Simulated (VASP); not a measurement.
Set up this calculation in VASP 6.6.1, as the native input.

| Item | Value |
| --- | --- |
| Task | relaxation of cell and atoms |
| Functional | PBE |
| Potentials or basis | VASP PAW PBE potentials, release 64 (Fe) |
| Cutoff | 600 eV |
| k mesh | 8 × 8 × 8 |
| Occupations | gaussian, width 0.1 eV |
| Spin | collinear spin, ferrimagnetic start |
| Starting moments | [-1.77, -1.77, 1.97] μB |
| Dipole correction | no |
| Further INCAR settings | ALGO = Normal; EDIFF = 1e-06; IBRION = 2; EDIFFG = -0.04; NSW = 90; ISIF = 3 |

The structure of Fe lies in POSCAR:

```
Fe
1.0
   -1.2107252767      1.8049450636      3.7352429094
    1.2107252767     -1.8049450636      3.7352429094
    1.2107252767      1.8049450636     -3.7352429094
Fe
3
Direct
    0.8332520859      0.8332520859      0.0000000000
    0.1667479141      0.1667479141      0.0000000000
    0.5000000000      0.5000000000      0.0000000000
```

The cell was generated, and may not be a known phase.

One way to write it, as run:

INCAR

```
PREC = Accurate ; ENCUT = 600
EDIFF = 1E-6 ; ISMEAR = 0
SIGMA = 0.1 ; LREAL = False
LASPH = True ; NELM = 150
ALGO = Normal ; ISIF = 3
LWAVE = False ; LCHARG = False
ISPIN = 2 ; MAGMOM = -1.77 -1.77 1.97
LORBIT = 11 ; LMAXMIX = 4
GGA = PE ; IBRION = 2
NSW = 90 ; EDIFFG = -0.04
```

KPOINTS

```
Automatic mesh
0
Gamma
  8 8 8
```

Potentials or basis: VASP PAW PBE potentials, release 64 (Fe).

Run with:

```bash
$ cat potpaw_PBE.64/Fe/POTCAR > POTCAR
$ mpirun -np 1 vasp_std > vasp.out
```

It gave:

```
Relaxed volume                                        : 10.80 Å³/atom
Relaxed cell                                          : a = 4.308 Å, b = 4.308 Å, c = 4.308 Å, α = 147.46°, β = 130.54°, γ = 60.46°
Space group after relaxing (to 0.1 Å)                 : I4/mmm (No. 139)
Energy gained by relaxing                             : 0.4 meV/atom
Ionic steps                                           : 3
Pressure after relaxing                               : 0.2 GPa
Largest force after relaxing                          : 0.037 eV/Å
Net moment                                            : -1.38 μB per cell
Site moments                                          : Fe -1.54, +1.71 (each value once) μB
Valence electrons inside the program's atomic spheres : Fe 7.38, 7.36 (each value once)
```

Wall time 6.1 min on 1 thread of AMD EPYC 9R45 96-Core Processor (Zen 5), with other jobs on the host, peak memory 0.27 GiB.
